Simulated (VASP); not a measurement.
A run of VASP 6.6.1:

Contents of POSCAR:

```
SrTl
1.0
    4.0386409400      0.0000000000      0.0000000000
    0.0000000000      4.0386409400      0.0000000000
    0.0000000000      0.0000000000      4.0386409400
Sr Tl
1 1
Direct
    0.0000000000      0.0000000000      0.0000000000
    0.5000000000      0.5000000000      0.5000000000
```

INCAR.step1

```
PREC = Accurate
ENCUT = 520
ISMEAR = -1
SIGMA = 0.1
LREAL = False
LASPH = True
NELM = 80
NBANDS = 18
GGA = PE
ALGO = Normal
EDIFF = 1E-4
LWAVE = True
LCHARG = False
```

INCAR.step2

```
PREC = Accurate
ENCUT = 520
EDIFF = 1E-7
ISMEAR = -1
SIGMA = 0.1
LREAL = False
LASPH = True
NELM = 80
ALGO = Normal
ISIF = 2
LWAVE = False
LCHARG = True
METAGGA = R2SCAN
LMIXTAU = True
LELF = True
LVHAR = True
NBANDS = 18
ISTART = 1
```

Contents of KPOINTS:

```
regular mesh
0
Gamma
  8 8 8
```

Potentials or basis: VASP PAW PBE potentials, release 64 (Sr_sv, Tl_d).

Run with:

```sh
$ cat potpaw_PBE.64/Sr_sv/POTCAR potpaw_PBE.64/Tl_d/POTCAR > POTCAR
$ cp INCAR.step1 INCAR
$ mpirun -np 1 vasp_std > vasp.out
$ cp INCAR.step2 INCAR
$ mpirun -np 1 vasp_std > vasp.out
```

Hardware: 1 thread of Intel(R) Xeon(R) 6975P-C (Granite Rapids) (shared host).

Q: How long does it take, and how much memory?

A: Run time: 66 s on 1 thread of Intel(R) Xeon(R) 6975P-C (Granite Rapids) (shared host), peak memory 0.19 GiB. Counts: k points 35.
